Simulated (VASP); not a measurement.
Input of a VASP 6.6.1 run:

File INCAR:

```
  ALGO = Fast
  EDIFF = 1E-7
  ENCUT = 520
  GGA = PS
  ISIF = 2
  ISMEAR = 0
  LASPH = T
  LCHARG = T
  LELF = T
  LREAL = F
  LVHAR = T
  LWAVE = F
  NBANDS = 18
  NELM = 100
  PREC = Accurate
  SIGMA = 0.15
```

KPOINTS

```
k-points
0
Gamma
  18 18 10
```

The input POSCAR:

```
Au
1.0
    2.8999984104      0.0000000000      0.0000000000
   -1.4499992052      2.5114722944      0.0000000000
    0.0000000000      0.0000000000      4.8800000000
Au
2
Direct
    0.3333333333      0.6666666667      0.7038934426
    0.6666666667      0.3333333333      0.2500000000
```

Potentials or basis: VASP PAW PBE potentials, release 64 (Au).

Launch:

```sh
$ cat potpaw_PBE.64/Au/POTCAR > POTCAR
$ mpirun -np 1 vasp_std > vasp.out
```

Q: Predict the band gap on the k mesh.

A: Zero (bands 11 and 12 overlap by 6.29 eV).

Q: Estimate the pressure.

A: -2.4 GPa.

Forces on the atoms (eV/Å):
```
Au   0.000  0.000  1.441
Au   0.000  0.000 -1.441
```

Caveat: the cell differs from its parent crystal (atom 1 (Au) moved by (+0.000, -0.225) A along [1 1 0] and z); the PAW data sets were made with another functional, which shifts forces and pressure a little; spin-orbit coupling is left out, which moves the levels of the heavy elements.
